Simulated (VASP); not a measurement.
Write the native input for VASP 6.6.1 that does the following.

- Task: single point
- Functional: PBE
- Potentials or basis: VASP PAW PBE potentials, release 64 (Pb_d, F)
- Cutoff: 600 eV
- k mesh: 6 × 6 × 6
- Occupations: gaussian, width 0.05 eV
- Spin: no spin polarisation
- Dipole correction: no
- Further INCAR settings: ALGO = Normal; EDIFF = 1e-06; NBANDS = 21

The structure of PbF2 lies in POSCAR:

```
PbF2
1.0
    0.0000000000      2.9604388884      2.9604388884
    2.9604388884      0.0000000000      2.9604388884
    2.9604388884      2.9604388884      0.0000000000
Pb F
1 2
Direct
    0.0000000000      0.0000000000      0.0000000000
    0.2500000000      0.2500000000      0.2500000000
    0.7500000000      0.7500000000      0.7500000000
```

The input as run:

INCAR

```
PREC = Accurate
ENCUT = 600
EDIFF = 1E-6
ISMEAR = 0
SIGMA = 0.05
LREAL = False
LASPH = True
NELM = 120
ALGO = Normal
ISIF = 2
LWAVE = False
LCHARG = True
GGA = PE
LELF = True
LVHAR = True
NBANDS = 21
GGA_COMPAT = False
```

KPOINTS

```
Automatic mesh
0
Gamma
  6 6 6
```

Potentials or basis: VASP PAW PBE potentials, release 64 (Pb_d, F).

The run is started by

```console
$ cat potpaw_PBE.64/Pb_d/POTCAR potpaw_PBE.64/F/POTCAR > POTCAR
$ mpirun -np 1 vasp_std > vasp.out
```

Results of the run:

| Item | Value |
| --- | --- |
| Pressure | 2.7 GPa |
| Band gap on the k mesh | 4.44 eV (least direct gap 4.56 eV) |

Caveat: spin-orbit coupling is left out, which moves the levels of the heavy elements.

Wall time 21 s on 1 thread of Intel(R) Xeon(R) Platinum 8488C (Sapphire Rapids) (shared host), peak memory 0.2 GiB.
